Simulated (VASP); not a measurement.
# SnSe2 (I4_1/amd) in VASP: a series of runs

The runs below take SnSe2 through single point, with PBE.

Program: VASP 6.6.1. These are calculated values, not measurements. Logs are shortened: lines on timing, memory, paths and dates and some standing lists are left out, and cuts for length are marked.

## (1) The cell of the first run

The structure is tetragonal, space group I4_1/amd (No. 141). The conventional cell has a = 5.578 Å, b = 5.578 Å, c = 11.026 Å, α = 90.00°, β = 90.00°, γ = 90.00°. Sn (site symmetry -4m2) has 6 Se at 2.52 to 2.80 Å within 3.3 Å. Se (site symmetry 2mm) has 3 Sn at 2.52 to 2.80 Å within 3.3 Å.

## (2) Single point, PBE (28.59 Å³/atom)

INCAR

```
SYSTEM = SnSe2
PREC     = Accurate       ! precision mode
ENCUT    = 520            ! plane-wave cutoff, eV
EDIFF    = 1E-6           ! SCF threshold, eV
ISMEAR   = 0              ! smearing method
SIGMA    = 0.01           ! smearing width, eV
LREAL    = .FALSE.        ! projectors in reciprocal space
LASPH    = .TRUE.         ! aspherical terms in the spheres
NELM     = 60             ! most SCF steps
ALGO     = Normal         ! electronic algorithm
ISIF     = 2              ! what is computed and relaxed
LWAVE    = .FALSE.        ! write WAVECAR
LCHARG   = .FALSE.        ! write CHGCAR
GGA      = PE             ! functional
NBANDS   = 35             ! bands
```

KPOINTS

```
regular mesh
0
G
  6 6 6
  0 0 0
```

POSCAR

```
SnSe2
1.0
   -2.7888464243      2.7888464243      5.5130700062
    2.7888464243     -2.7888464243      5.5130700062
    2.7888464243      2.7888464243     -5.5130700062
Sn Se
2 4
Direct
    0.7500000000      0.2500000000      0.5000000000
    0.0000000000      0.0000000000      0.0000000000
    0.5217810931      0.0217810931      0.5000000000
    0.7717810931      0.7717810931      0.0000000000
    0.2282189069      0.2282189069      0.0000000000
    0.9782189069      0.4782189069      0.5000000000
```

Potentials or basis: VASP PAW PBE potentials, release 64 (Sn_d, Se).

Started as:

```bash
$ cat potpaw_PBE.64/Sn_d/POTCAR potpaw_PBE.64/Se/POTCAR > POTCAR
$ mpirun -np 1 vasp_std > vasp.out
```

OUTCAR:

```text
SYSTEM = SnSe2
   PREC = Accurate
   ENCUT = 520
   EDIFF = 1E-6
   ISMEAR = 0
   LREAL = .FALSE.
   LASPH = .TRUE.
   NELM = 60
   ISIF = 2
   GGA = PE

 ion  position               nearest neighbor table
   1  0.750  0.250  0.500-   3 2.52   6 2.52   5 2.80   4 2.80   4 2.80   5 2.80
   2  0.000  0.000  0.000-   4 2.52   5 2.52   3 2.80   6 2.80   3 2.80   6 2.80
   3  0.522  0.022  0.500-   1 2.52   2 2.80   2 2.80
   4  0.772  0.772  0.000-   2 2.52   1 2.80   1 2.80
   5  0.228  0.228  0.000-   2 2.52   1 2.80   1 2.80
   6  0.978  0.478  0.500-   1 2.52   2 2.80   2 2.80

  LATTYP: Found a body centered tetragonal cell.
 ALAT       =     5.5776928486
 C/A-ratio  =     1.9768281101

  Lattice vectors:

 A1 = (  -2.7888464243,   2.7888464243,   5.5130700062)
 A2 = (   2.7888464243,  -2.7888464243,   5.5130700062)
 A3 = (   2.7888464243,   2.7888464243,  -5.5130700062)

Analysis of symmetry for initial positions (statically):
=====================================================================
 Subroutine PRICEL returns:
 Original cell was already a primitive cell.

 Routine SETGRP: Setting up the symmetry group for a
 body centered tetragonal supercell.

 Subroutine GETGRP returns: Found 16 space group operations
 (whereof  8 operations were pure point group operations)
 out of a pool of 16 trial point group operations.

The static configuration has the point symmetry D_2d.
 The point group associated with its full space group is D_4h.

Analysis of symmetry for dynamics (positions and initial velocities):
=====================================================================
 Subroutine PRICEL returns:
 Original cell was already a primitive cell.

 Routine SETGRP: Setting up the symmetry group for a
 body centered tetragonal supercell.

 Subroutine GETGRP returns: Found 16 space group operations
 (whereof  8 operations were pure point group operations)
 out of a pool of 16 trial point group operations.

The dynamic configuration has the point symmetry D_2d.
 The point group associated with its full space group is D_4h.

 Subroutine INISYM returns: Found 16 space group operations
 (whereof  8 operations are pure point group operations),
 and found     1 'primitive' translations

[... 102 lines left out ...]
   EDIFF  = 0.1E-05   stopping-criterion for ELM
   LREAL  =      F    real-space projection
   EDIFFG = 0.1E-04   stopping-criterion for IOM
   NSW    =      0    number of steps for IOM
   IBRION =     -1    ionic relax: 0-MD 1-quasi-New 2-CG
   NFREE  =      0    steps in history (QN), initial steepest desc. (CG)
   ISIF   =      2    stress and relaxation
   ISYM   =      2    0-nonsym 1-usesym 2-fastsym
   POTIM  = 0.5000    time-step for ionic-motion
   TEBEG  =    0.0;   TEEND  =   0.0 temperature during run
   PSTRESS=    0.0 pullay stress
   NELECT =      52.0000    total number of electrons
   NUPDOWN=      -1.0000    fix difference up-down
   EMIN   =  10.00;   EMAX   =-10.00  energy-range for DOS
   EFERMI =   0.00;   METHOD = LEGACY
   ISMEAR =     0;   SIGMA  =   0.01  broadening in eV -4-tet -1-fermi 0-gaus
   EFERMI_NEDOS =   21; number of points for ismear=-14 and -15
   IALGO  =     38    algorithm
   IMIX   =      4    mixing-type and parameters
     AMIX     =   0.40;   BMIX     =  1.00
     AMIX_MAG =   1.60;   BMIX_MAG =  1.00
  volume/ion in A,a.u.               =      28.59       192.91
  Fermi-wavevector in a.u.,A,eV,Ry     =   1.099786  2.078295 16.456659  1.209530
  Thomas-Fermi vector in A             =   2.236187
   LORBIT       =      0    0 simple, 1 ext, 2 COOP (PROOUT), +10 PAW based schemes
   GGA     = PE    functional components
   LHFCALC =     F    Hartree Fock is set to
   AEXX    =    0.0000 exact exchange contribution
   IVDW    =     0    specifies the selected vdW correction
   LEPSILON=     F    determine dielectric tensor
   LRPA    =     F    only Hartree local field effects (RPA)
 non-spin polarized calculation
 Gauss-broadening in eV      SIGMA  =   0.01
  energy-cutoff  :      520.00
  volume of cell :      171.52
 maximum number of plane-waves:      4645
   NGX = 25   NGY = 25   NGZ = 25

 number of electron      51.9999989 magnetization

 Free energy of the ion-electron system (eV)
  ---------------------------------------------------
  ext. energy  EPLUGINS =         0.00000000
  ---------------------------------------------------
  free energy    TOTEN  =       -22.34771609 eV

  energy without entropy =      -22.34771609  energy(sigma->0) =      -22.34771609

 E-fermi :   3.3760     XC(G=0):  -8.9038

 val. band max:        3.2649387548   @ k =   0.3333   0.3333   0.1667
 cond. band min:       3.6764121937   @ k =   0.5000   0.5000   0.5000
 fundamental gap:      0.4114734388
 Fermi energy:         3.3760352555

 k-point     1 :       0.0000    0.0000    0.0000
  band No.  band energies     occupation
      1     -18.4584      2.00000
      2     -18.4489      2.00000
      3     -18.4373      2.00000
      4     -18.4055      2.00000
      5     -18.3934      2.00000
      6     -18.3846      2.00000
[... 901 lines left out ...]
     34       9.7226      0.00000
     35       9.8081      0.00000

 [... further k-points ...]

------------------------ aborting loop because EDIFF is reached ----------------------------------------

  FORCE on cell =-STRESS in cart. coord.  units (eV):
  Direction    XX          YY          ZZ          XY          YZ          ZX
  --------------------------------------------------------------------------------------
  -------------------------------------------------------------------------------------
  Total        2.9748728      2.9748728      5.4926090      0.0000000      0.0000000      0.0000000
  in kB       27.7892150     27.7892150     51.3081755      0.0000000      0.0000000      0.0000000
  external PRESSURE =      35.6288685 kB  Pullay stress =       0.0000000 kB

 VOLUME and BASIS-vectors are now :
 -----------------------------------------------------------------------------
  energy-cutoff  :      520.00
  volume of cell :      171.52
      direct lattice vectors                 reciprocal lattice vectors
    -2.788846424  2.788846424  5.513070006     0.000000000  0.179285598  0.090693570
     2.788846424 -2.788846424  5.513070006     0.179285598  0.000000000  0.090693570
     2.788846424  2.788846424 -5.513070006     0.179285598  0.179285598  0.000000000

 POSITION                                       TOTAL-FORCE (eV/Angst)
 -----------------------------------------------------------------------------------
      0.00000      2.78885      2.75654        -0.000000     -0.000000     -0.000000
      0.00000      0.00000      0.00000        -0.000000     -0.000000     -0.000000
      0.00000      2.78885      0.24016         0.000000     -0.000000     -0.464781
      0.00000      0.00000      8.50977        -0.000000      0.000000     -0.464781
      0.00000      0.00000      2.51637        -0.000000      0.000000      0.464781
      0.00000      2.78885      5.27291         0.000000     -0.000000      0.464781
 -----------------------------------------------------------------------------------
    total drift:                               -0.000000     -0.000000      0.000000

  FREE ENERGIE OF THE ION-ELECTRON SYSTEM (eV)
  ---------------------------------------------------
  free  energy   TOTEN  =       -22.3477160940 eV

  energy  without entropy=      -22.3477160940  energy(sigma->0) =      -22.34771609
```

Run time: 4.4 min. Hardware: 1 thread of Intel Xeon Platinum 8259CL at 2.50GHz (Skylake/Cascade Lake), shared host; peak memory 0.41 GiB.

What came out:

```yaml
Free_energy: -22.3477 eV
Pressure: 3.6 GPa
Largest_force: 0.465 eV/Å
Band_gap_on_the_k_mesh: 0.41 eV (least direct gap 0.61 eV)
```

Forces on the atoms (eV/Å):
```
Sn   0.000  0.000  0.000
Sn   0.000  0.000  0.000
Se   0.000  0.000 -0.465
Se   0.000  0.000 -0.465
Se   0.000  0.000  0.465
Se   0.000  0.000  0.465
```

Caveat: the cell stands under pressure; semilocal functionals underestimate gaps, and a narrow one can read as zero; spin-orbit coupling is left out, which moves the levels of the heavy elements.

(Part 1 of 2 ends here.)
